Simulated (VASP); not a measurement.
Input of a VASP 6.6.1 run:

File POSCAR:

```
SnP2
1.0
    5.8348629084      0.0000000000      0.0000000000
    0.0000000000      5.8348629084      0.0000000000
    0.0000000000      0.0000000000      3.7582410418
Sn P
2 4
Direct
    0.0000000000      0.0000000000      0.0000000000
    0.5000000000      0.5000000000      0.5000000000
    0.3060000000      0.3060000000      0.0000000000
    0.1940000000      0.8060000000      0.5000000000
    0.6940000000      0.6940000000      0.0000000000
    0.8060000000      0.1940000000      0.5000000000
```

INCAR.step1

```
PREC = Accurate
ENCUT = 520
ISMEAR = 0
SIGMA = 0.1
LREAL = False
LASPH = True
NELM = 100
NBANDS = 33
GGA = PE
ALGO = Normal
EDIFF = 1E-4
LWAVE = True
LCHARG = False
```

File INCAR.step2:

```
PREC = Accurate
ENCUT = 520
EDIFF = 1E-7
ISMEAR = 0
SIGMA = 0.1
LREAL = False
LASPH = True
NELM = 100
ALGO = Normal
ISIF = 2
LWAVE = False
LCHARG = True
METAGGA = R2SCAN
LMIXTAU = True
LELF = True
LVHAR = True
NBANDS = 33
ISTART = 1
```

Contents of KPOINTS:

```
regular mesh
0
Gamma
  4 4 6
```

Potentials or basis: VASP PAW PBE potentials, release 64 (Sn_d, P).

Launch:

```bash
$ cat potpaw_PBE.64/Sn_d/POTCAR potpaw_PBE.64/P/POTCAR > POTCAR
$ cp INCAR.step1 INCAR
$ mpirun -np 1 vasp_std > vasp.out
$ cp INCAR.step2 INCAR
$ mpirun -np 1 vasp_std > vasp.out
```

Task: Predict the largest force.

Result: 0.528 eV/Å.

Task: Estimate the pressure.

Result: 13.7 GPa.

Task: Predict the band gap on the k mesh.

Result: Zero (band 24 reaches 7.34 eV, above the bottom of band 25 at 5.48 eV).

Stress tensor (GPa, compression positive):
```
12.46  0.00  0.00
 0.00 12.46  0.00
 0.00  0.00 16.13
```

Caveat: the PAW data sets were made with another functional, which shifts forces and pressure a little; spin-orbit coupling is left out, which moves the levels of the heavy elements.
